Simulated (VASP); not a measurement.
NbN2, 3 atoms in the cell. Symmetry: R-3m, No. 166, trigonal system. The conventional cell has a = 2.873 Å, b = 2.873 Å, c = 13.014 Å, α = 90.00°, β = 90.00°, γ = 120.00°. Nb (site symmetry -3m) has 6 N at 1.98 Å within 2.6 Å. Within 2.6 Å of N (site symmetry 3m) lie 3 Nb at 1.98 Å. 

* Program: VASP 6.6.1
* Task: relaxation of cell and atoms
* Functional: PBE
* Potentials or basis: VASP PAW PBE potentials, release 64 (Nb_sv, N)
* Cutoff: 600 eV
* k mesh: 6 × 6 × 6
* Occupations: gaussian, width 0.1 eV
* Spin: no spin polarisation
* Dipole correction: no
* Further INCAR settings: ALGO = Normal; EDIFF = 1e-06; IBRION = 2; EDIFFG = -0.04; NSW = 90; ISIF = 3

Potentials or basis: VASP PAW PBE potentials, release 64 (Nb_sv, N).

Launch:

```bash
$ cat potpaw_PBE.64/Nb_sv/POTCAR potpaw_PBE.64/N/POTCAR > POTCAR
$ mpirun -np 1 vasp_std > vasp.out
```

Hardware: 1 thread of Intel(R) Xeon(R) Platinum 8488C (Sapphire Rapids), on a shared host.

**Question.** Estimate the wall time of this run.

**Answer.** Run time: 7 min on 1 thread of Intel(R) Xeon(R) Platinum 8488C (Sapphire Rapids), with other jobs on the host, peak memory 0.23 GiB. Counts: scf iterations 117, k points 32, ion steps 13.
